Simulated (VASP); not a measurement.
A run of VASP 6.6.1 is set up as follows.

Contents of INCAR:

```
SYSTEM = GaCo
ALGO = Normal ; EDIFF = 1E-6
ENCUT = 520 ; GGA = CA
ISIF = 2 ; ISMEAR = -1
ISPIN = 2 ; LASPH = .TRUE.
LCHARG = .TRUE. ; LELF = .TRUE.
LMAXMIX = 4 ; LORBIT = 11
LREAL = .FALSE. ; LVHAR = .TRUE.
LWAVE = .FALSE. ; MAGMOM = 0 0.5
NBANDS = 22 ; NELM = 150
NUPDOWN = 0.5 ; PREC = Accurate
SIGMA = 0.08
```

KPOINTS

```
k-points
0
G
  11 11 11
  0 0 0
```

Contents of POSCAR:

```
GaCo
1.0
    2.8780000000      0.0000000000      0.0000000000
    0.0000000000      2.8780000000      0.0000000000
    0.0000000000      0.0000000000      2.8780000000
Ga Co
1 1
Direct
    0.5000000000      0.5000000000      0.5000000000
    0.0000000000      0.0000000000      0.0000000000
```

Potentials or basis: VASP PAW LDA potentials, release 64 (Ga_d, Co).

Launch:

```sh
$ cat potpaw_LDA.64/Ga_d/POTCAR potpaw_LDA.64/Co/POTCAR > POTCAR
$ mpirun -np 1 vasp_std > vasp.out
```

Q: Estimate the pressure.

A: -11.5 GPa.

Caveat: the cell stands under tension; the total moment is fixed, so each spin has its own Fermi level and the state may be an excited one.
